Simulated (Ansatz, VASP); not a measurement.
## One calculation of BiMo, two programs

```
CELL_PARAMETERS angstrom
4.60065 0.00000 0.00000
-2.30032 3.98428 0.00000
0.00000 0.00000 5.13979
ATOMIC_POSITIONS crystal
Mo 0.00000 0.00000 0.00000
Mo 0.00000 0.00000 0.50000
Bi 0.33333 0.66667 0.25000
Bi 0.66667 0.33333 0.75000
```

Alike in both runs: functional PBE; k mesh 10 × 10 × 6; occupations gaussian, width 0.05 eV; no spin polarisation.

Ansatz relaxed the structure, and its values are those at the end. VASP's run is a single point on that final structure, the one shown.

```csv
,VASP,Ansatz
version,VASP 6.6.1,Ansatz 0.2.0
potentials or method,"VASP PAW PBE potentials, release 64 (Mo_sv, Bi_d), cutoff 520 eV","scalar-relativistic, plane waves, PAW"
valence electrons in the cell,58,58
```

Ansatz gave:

* gap on the k mesh at the Fermi level (eV): none
* pressure (GPa): 0.0

Q: What did VASP give for the same quantities?

A: gap on the k mesh at the Fermi level (eV): none; pressure (GPa): 0.1.

A gap of «none» marks a metal or a gap that the smearing closes. With one functional, cell and mesh, what is left measures potentials, basis and numerics.

Neither program's run includes spin-orbit coupling.
